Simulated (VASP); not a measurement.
# Os (Fm-3m) in VASP: notebook

Runs on Os. Level: LDA. Tasks: single point.

Everything below comes from runs of VASP 6.6.1. Logs are shortened: lines on timing, memory, paths and dates and some standing lists are left out, and cuts for length are marked.

## (1) The cell of the first run

The structure is cubic, space group Fm-3m (No. 225). The conventional cell has a = 3.811 Å, b = 3.811 Å, c = 3.811 Å, α = 90.00°, β = 90.00°, γ = 90.00°. Os (site symmetry m-3m) has 12 Os at 2.69 Å within 3.6 Å.

## (2) Single point, LDA

INCAR reads:

```
ALGO = Normal
EDIFF = 1E-6
ENCUT = 520
ISIF = 2
ISMEAR = 1
LASPH = True
LCHARG = False
LREAL = False
LWAVE = False
NBANDS = 10
NELM = 80
PREC = Accurate
SIGMA = 0.1
```

KPOINTS reads:

```
k-points
0
Gamma
  13 13 13
```

POSCAR reads:

```
Os
1.0
    0.0000000000      1.9052949815      1.9052949815
    1.9052949815      0.0000000000      1.9052949815
    1.9052949815      1.9052949815      0.0000000000
Os
1
Direct
    0.0000000000      0.0000000000      0.0000000000
```

Potentials or basis: VASP PAW LDA potentials, release 64 (Os).

Run with:

```
> cat potpaw_LDA.64/Os/POTCAR > POTCAR
> mpirun -np 1 vasp_std > vasp.out
```

OUTCAR:

```text
EDIFF = 1E-6
   ENCUT = 520
   ISIF = 2
   ISMEAR = 1
   LASPH = True
   LREAL = False
   NELM = 80
   PREC = Accurate

 ion  position               nearest neighbor table
   1  0.000  0.000  0.000-

  LATTYP: Found a face centered cubic cell.
 ALAT       =     3.8105899630

  Lattice vectors:

 A1 = (   0.0000000000,   1.9052949815,   1.9052949815)
 A2 = (   1.9052949815,   0.0000000000,   1.9052949815)
 A3 = (   1.9052949815,   1.9052949815,   0.0000000000)

Analysis of symmetry for initial positions (statically):
=====================================================================
 Subroutine PRICEL returns:
 Original cell was already a primitive cell.

 Routine SETGRP: Setting up the symmetry group for a
 face centered cubic supercell.

 Subroutine GETGRP returns: Found 48 space group operations
 (whereof 48 operations were pure point group operations)
 out of a pool of 48 trial point group operations.

The static configuration has the point symmetry O_h .

Analysis of symmetry for dynamics (positions and initial velocities):
=====================================================================
 Subroutine PRICEL returns:
 Original cell was already a primitive cell.

 Routine SETGRP: Setting up the symmetry group for a
 face centered cubic supercell.

 Subroutine GETGRP returns: Found 48 space group operations
 (whereof 48 operations were pure point group operations)
 out of a pool of 48 trial point group operations.

The dynamic configuration has the point symmetry O_h .

 Subroutine INISYM returns: Found 48 space group operations
 (whereof 48 operations are pure point group operations),
 and found     1 'primitive' translations

----------------------------------------------------------------------------------------

                                     Primitive cell

  volume of cell :      13.8330

  direct lattice vectors                    reciprocal lattice vectors
     0.000000000  1.905294981  1.905294981    -0.262426556  0.262426556  0.262426556
     1.905294981  0.000000000  1.905294981     0.262426556 -0.262426556  0.262426556
     1.905294981  1.905294981  0.000000000     0.262426556  0.262426556 -0.262426556

  length of vectors
     2.694494003  2.694494003  2.694494003     0.454536128  0.454536128  0.454536128

  position of ions in fractional coordinates (direct lattice)
     0.000000000  0.000000000  0.000000000

  ion indices of the primitive-cell ions
   primitive index   ion index
                 1           1

----------------------------------------------------------------------------------------

 KPOINTS: k-points

Automatic generation of k-mesh.
 Grid dimensions read from file:
 generate k-points for:   13   13   13

 Generating k-lattice:

  Cartesian coordinates                     Fractional coordinates (reciprocal lattice)
    -0.020186658  0.020186658  0.020186658     0.076923077  0.000000000  0.000000000
     0.020186658 -0.020186658  0.020186658     0.000000000  0.076923077  0.000000000
     0.020186658  0.020186658 -0.020186658     0.000000000  0.000000000  0.076923077

  Length of vectors
     0.034964318  0.034964318  0.034964318

  Shift w.r.t. Gamma in fractional coordinates (k-lattice)
     0.000000000  0.000000000  0.000000000

 Subroutine IBZKPT returns following result:
 ===========================================

 Found     84 irreducible k-points:

 Following reciprocal coordinates:
            Coordinates               Weight
  0.000000  0.000000  0.000000      1.000000
  0.076923  0.000000  0.000000      8.000000
  0.153846  0.000000  0.000000      8.000000
  0.230769  0.000000  0.000000      8.000000
  0.307692  0.000000  0.000000      8.000000
  0.384615  0.000000  0.000000      8.000000
[... 16 lines left out ...]
  0.384615  0.153846  0.000000     24.000000
  0.461538  0.153846  0.000000     24.000000
 [... further k-points ...]
   k-points           NKPTS =     84   k-points in BZ     NKDIM =     84   number of bands    NBANDS=     10
   number of dos      NEDOS =    301   number of ions     NIONS =      1
   total plane-waves  NPLWV =   8000
   dimension x,y,z NGX =    20 NGY =   20 NGZ =   20
   dimension x,y,z NGXF=    40 NGYF=   40 NGZF=   40
   ions per type =               1
   NGX,Y,Z   is equivalent  to a cutoff of  12.34, 12.34, 12.34 a.u.
   NGXF,Y,Z  is equivalent  to a cutoff of  24.68, 24.68, 24.68 a.u.
 SYSTEM =  unknown system
   PREC   = accura    normal or accurate (medium, high low for compatibility)
   ISTART =      0    job   : 0-new  1-cont  2-samecut
   ICHARG =      2    charge: 1-file 2-atom 10-const
   ISPIN  =      1    spin polarized calculation?
   LNONCOLLINEAR =      F non collinear calculations
   LSORBIT =      F    spin-orbit coupling
   LASPH  =      T    aspherical Exc in radial PAW
   ENCUT  =  520.0 eV  38.22 Ry    6.18 a.u.   5.01  5.01  5.01*2*pi/ulx,y,z
   NELM   =     80;   NELMIN=  2; NELMDL= -5     # of ELM steps
   EDIFF  = 0.1E-05   stopping-criterion for ELM
   LREAL  =      F    real-space projection
   EDIFFG = 0.1E-04   stopping-criterion for IOM
   NSW    =      0    number of steps for IOM
   IBRION =     -1    ionic relax: 0-MD 1-quasi-New 2-CG
   NFREE  =      0    steps in history (QN), initial steepest desc. (CG)
   ISIF   =      2    stress and relaxation
   ISYM   =      2    0-nonsym 1-usesym 2-fastsym
   POTIM  = 0.5000    time-step for ionic-motion
   TEBEG  =    0.0;   TEEND  =   0.0 temperature during run
   PSTRESS=    0.0 pullay stress
   NELECT =       8.0000    total number of electrons
   NUPDOWN=      -1.0000    fix difference up-down
   EMIN   =  10.00;   EMAX   =-10.00  energy-range for DOS
   EFERMI =   0.00;   METHOD = LEGACY
   ISMEAR =     1;   SIGMA  =   0.10  broadening in eV -4-tet -1-fermi 0-gaus
   EFERMI_NEDOS =   21; number of points for ismear=-14 and -15
   IALGO  =     38    algorithm
   IMIX   =      4    mixing-type and parameters
     AMIX     =   0.40;   BMIX     =  1.00
     AMIX_MAG =   1.60;   BMIX_MAG =  1.00
  volume/ion in A,a.u.               =      13.83        93.35
  Fermi-wavevector in a.u.,A,eV,Ry     =   1.363953  2.577497 25.311825  1.860367
  Thomas-Fermi vector in A             =   2.490311
   LORBIT       =      0    0 simple, 1 ext, 2 COOP (PROOUT), +10 PAW based schemes
   GGA     = CA    functional components
   LHFCALC =     F    Hartree Fock is set to
   AEXX    =    0.0000 exact exchange contribution
   IVDW    =     0    specifies the selected vdW correction
   LEPSILON=     F    determine dielectric tensor
   LRPA    =     F    only Hartree local field effects (RPA)
 non-spin polarized calculation
 Methfessel and Paxton  Order N= 1 SIGMA  =   0.10
  energy-cutoff  :      520.00
  volume of cell :       13.83
 maximum number of plane-waves:       381
   NGX =  9   NGY =  9   NGZ =  9

 number of electron       7.9999999 magnetization

 Free energy of the ion-electron system (eV)
  ---------------------------------------------------
  ext. energy  EPLUGINS =         0.00000000
  ---------------------------------------------------
  free energy    TOTEN  =       -12.49513446 eV

  energy without entropy =      -12.49527522  energy(sigma->0) =      -12.49518138

 E-fermi :   9.5395     XC(G=0): -14.2418

 val. band max:        9.5209009349   @ k =  -0.2308   0.2308   0.0769
 cond. band min:       9.5522017762   @ k =  -0.0769   0.0769   0.0000
 fundamental gap:      0.0313008414
 Fermi energy:         9.5394971101

 k-point     1 :       0.0000    0.0000    0.0000
  band No.  band energies     occupation
      1      -1.4079      2.00000
      2       6.3712      2.00000
      3       6.3712      2.00000
      4       6.3712      2.00000
      5       9.4912      1.72101
      6       9.4912      1.72101
      7      23.7587      0.00000
      8      29.6065      0.00000
      9      29.6065      0.00000
     10      29.6065      0.00000

 k-point     2 :       0.0769    0.0000    0.0000
  band No.  band energies     occupation
      1      -1.1280      2.00000
      2       6.2054      2.00000
      3       6.4972      2.00000
      4       6.4972      2.00000
      5       9.4005      2.06428
      6       9.4005      2.06428
      7      24.2780      0.00000
      8      28.3308      0.00000
      9      30.1050      0.00000
     10      30.1050      0.00000

 k-point     3 :       0.1538    0.0000    0.0000
  band No.  band energies     occupation
      1      -0.3533      2.00000
      2       5.8489      2.00000
      3       6.7733      2.00000
      4       6.7733      2.00000
      5       9.2757      2.00122
      6       9.2757      2.00122
      7      25.4286      0.00000
      8      26.4874      0.00000
      9      31.5207      0.00000
     10      31.5207      0.00000

 k-point     4 :       0.2308    0.0000    0.0000
  band No.  band energies     occupation
      1       0.6683      2.00000
      2       5.6821      2.00000
      3       6.8858      2.00000
      4       6.8858      2.00000
      5       9.5114      1.45495
      6       9.5114      1.45494
      7      24.1653      0.00000
      8      27.1600      0.00000
      9      33.6278      0.00000
     10      33.6278      0.00000
[... 222 lines left out ...]
 k-point    22 :       0.3077    0.1538    0.0000
  band No.  band energies     occupation
      1       1.7919      2.00000
      2       4.7080      2.00000
      3       6.5611      2.00000
      4       7.7281      2.00000
      5       9.5020      1.58781
      6      10.8098     -0.00000
      7      24.8128      0.00000
      8      28.2013      0.00000
      9      30.3209      0.00000
     10      31.2577      0.00000

 k-point    23 :       0.3846    0.1538    0.0000
  band No.  band energies     occupation
      1       2.3699      2.00000
      2       5.2056      2.00000
      3       6.0750      2.00000
      4       7.5170      2.00000
      5      11.1360     -0.00000
      6      11.5712      0.00000
      7      22.3571      0.00000
      8      26.5723      0.00000
      9      29.5447      0.00000
     10      31.8946      0.00000

 k-point    24 :       0.4615    0.1538    0.0000
  band No.  band energies     occupation
      1       2.4947      2.00000
      2       5.4344      2.00000
      3       6.6254      2.00000
      4       7.2401      2.00000
      5      12.0400      0.00000
      6      13.0128      0.00000
      7      19.6609      0.00000
      8      25.4880      0.00000
      9      28.9259      0.00000
     10      30.6205      0.00000

 [... further k-points ...]
[... 5 lines left out ...]
  --------------------------------------------------------------------------------------
  -------------------------------------------------------------------------------------
  Total       -0.1417314     -0.1417314     -0.1417314      0.0000000      0.0000000      0.0000000
  in kB      -16.4157255    -16.4157255    -16.4157255      0.0000000      0.0000000      0.0000000
  external PRESSURE =     -16.4157255 kB  Pullay stress =       0.0000000 kB

 VOLUME and BASIS-vectors are now :
 -----------------------------------------------------------------------------
  energy-cutoff  :      520.00
  volume of cell :       13.83
      direct lattice vectors                 reciprocal lattice vectors
     0.000000000  1.905294981  1.905294981    -0.262426556  0.262426556  0.262426556
     1.905294981  0.000000000  1.905294981     0.262426556 -0.262426556  0.262426556
     1.905294981  1.905294981  0.000000000     0.262426556  0.262426556 -0.262426556

 POSITION                                       TOTAL-FORCE (eV/Angst)
 -----------------------------------------------------------------------------------
      0.00000      0.00000      0.00000        -0.000000     -0.000000      0.000000
 -----------------------------------------------------------------------------------
    total drift:                                0.000000      0.000000     -0.000000

  FREE ENERGIE OF THE ION-ELECTRON SYSTEM (eV)
  ---------------------------------------------------
  free  energy   TOTEN  =       -12.4951344591 eV

  energy  without entropy=      -12.4952752177  energy(sigma->0) =      -12.49518138
```

Wall time 12 s (1 thread of Intel Xeon Platinum 8259CL at 2.50GHz (Skylake/Cascade Lake), shared host); peak memory 0.12 GiB.

What came out:

- Free energy: -12.4951 eV
- Pressure: -1.6 GPa
- Band gap on the k mesh: zero (band 4 reaches 11.88 eV, above the bottom of band 5 at 8.18 eV)

Caveat: spin-orbit coupling is left out, which moves the levels of the heavy elements.

## (3) Single point, LDA

This run uses another cell than the first one, of 14.13 Å³/atom, 1.021 times its volume.

INCAR reads:

```
ALGO     = Normal         # electronic algorithm
EDIFF    = 1E-6           # SCF threshold, eV
ENCUT    = 520            # plane-wave cutoff, eV
ISIF     = 2              # what is computed and relaxed
ISMEAR   = 1              # smearing method
LASPH    = T              # aspherical terms in the spheres
LCHARG   = F              # write CHGCAR
LREAL    = F              # projectors in reciprocal space
LWAVE    = F              # write WAVECAR
NBANDS   = 10             # bands
NELM     = 80             # most SCF steps
PREC     = Accurate       # precision mode
SIGMA    = 0.1            # smearing width, eV
```

KPOINTS is that of step 2.

POSCAR reads:

```
Os
1.0
    0.0000000000      1.9187129938      1.9187129938
    1.9187129938      0.0000000000      1.9187129938
    1.9187129938      1.9187129938      0.0000000000
Os
1
Direct
    0.0000000000      0.0000000000      0.0000000000
```

Potentials or basis: VASP PAW LDA potentials, release 64 (Os).

Run with:

```
> cat potpaw_LDA.64/Os/POTCAR > POTCAR
> mpirun -np 1 vasp_std > vasp.out
```

OUTCAR:

```text
EDIFF = 1E-6
   ENCUT = 520
   ISIF = 2
   ISMEAR = 1
   LASPH = T
   LREAL = F
   NELM = 80
   PREC = Accurate

 ion  position               nearest neighbor table
   1  0.000  0.000  0.000-

  LATTYP: Found a face centered cubic cell.
 ALAT       =     3.8374259876

  Lattice vectors:

 A1 = (   0.0000000000,   1.9187129938,   1.9187129938)
 A2 = (   1.9187129938,   0.0000000000,   1.9187129938)
 A3 = (   1.9187129938,   1.9187129938,   0.0000000000)

Analysis of symmetry for initial positions (statically):
=====================================================================
 Subroutine PRICEL returns:
 Original cell was already a primitive cell.

 Routine SETGRP: Setting up the symmetry group for a
 face centered cubic supercell.

 Subroutine GETGRP returns: Found 48 space group operations
 (whereof 48 operations were pure point group operations)
 out of a pool of 48 trial point group operations.

The static configuration has the point symmetry O_h .

Analysis of symmetry for dynamics (positions and initial velocities):
=====================================================================
[... 156 lines left out ...]
 E-fermi :   9.2101     XC(G=0): -14.1234

 val. band max:        9.1958528429   @ k =  -0.2308   0.2308   0.0769
 cond. band min:       9.2161709231   @ k =  -0.4615   0.4615   0.0769
 fundamental gap:      0.0203180802
 Fermi energy:         9.2101292984

 k-point     1 :       0.0000    0.0000    0.0000
  band No.  band energies     occupation
      1      -1.5434      2.00000
      2       6.1414      2.00000
      3       6.1414      2.00000
      4       6.1414      2.00000
      5       9.1604      1.73730
      6       9.1604      1.73730
      7      23.4520      0.00000
      8      29.1719      0.00000
      9      29.1719      0.00000
     10      29.1719      0.00000
[... 287 lines left out ...]
 k-point    24 :       0.4615    0.1538    0.0000
  band No.  band energies     occupation
      1       2.3414      2.00000
      2       5.2364      2.00000
      3       6.3670      2.00000
      4       6.9871      2.00000
      5      11.6229      0.00000
      6      12.5858      0.00000
      7      19.0957      0.00000
      8      25.0849      0.00000
      9      28.3427      0.00000
     10      29.9622      0.00000

 [... further k-points ...]
[... 5 lines left out ...]
  --------------------------------------------------------------------------------------
  -------------------------------------------------------------------------------------
  Total       -0.9170290     -0.9170290     -0.9170290     -0.0000000     -0.0000000      0.0000000
  in kB     -104.0000606   -104.0000606   -104.0000606     -0.0000000     -0.0000000      0.0000000
  external PRESSURE =    -104.0000606 kB  Pullay stress =       0.0000000 kB

 VOLUME and BASIS-vectors are now :
 -----------------------------------------------------------------------------
  energy-cutoff  :      520.00
  volume of cell :       14.13
      direct lattice vectors                 reciprocal lattice vectors
     0.000000000  1.918712994  1.918712994    -0.260591345  0.260591345  0.260591345
     1.918712994  0.000000000  1.918712994     0.260591345 -0.260591345  0.260591345
     1.918712994  1.918712994  0.000000000     0.260591345  0.260591345 -0.260591345

 POSITION                                       TOTAL-FORCE (eV/Angst)
 -----------------------------------------------------------------------------------
      0.00000      0.00000      0.00000         0.000000     -0.000000      0.000000
 -----------------------------------------------------------------------------------
    total drift:                                0.000000      0.000000     -0.000000

  FREE ENERGIE OF THE ION-ELECTRON SYSTEM (eV)
  ---------------------------------------------------
  free  energy   TOTEN  =       -12.4844133058 eV

  energy  without entropy=      -12.4844694908  energy(sigma->0) =      -12.48443203
```

Wall time 9.2 s (1 thread of Intel Xeon Platinum 8259CL at 2.50GHz (Skylake/Cascade Lake), shared host); peak memory 0.13 GiB.

What came out:

- Free energy: -12.4844 eV
- Pressure: -10.4 GPa
- Band gap on the k mesh: zero (band 4 reaches 11.46 eV, above the bottom of band 5 at 7.90 eV)

Levels at points of the mesh, in eV from the Fermi level:
| k point | band 1 | band 2 | band 3 | band 4 | band 5 | band 6 | band 7 | band 8 | band 9 |
| --- | --- | --- | --- | --- | --- | --- | --- | --- | --- |
| (0.00, 0.00, 0.00) | -10.75 | -3.07 | -3.07 | -3.07 | -0.05 | -0.05 | 14.24 | 19.96 | 19.96 |

Caveat: spin-orbit coupling is left out, which moves the levels of the heavy elements.
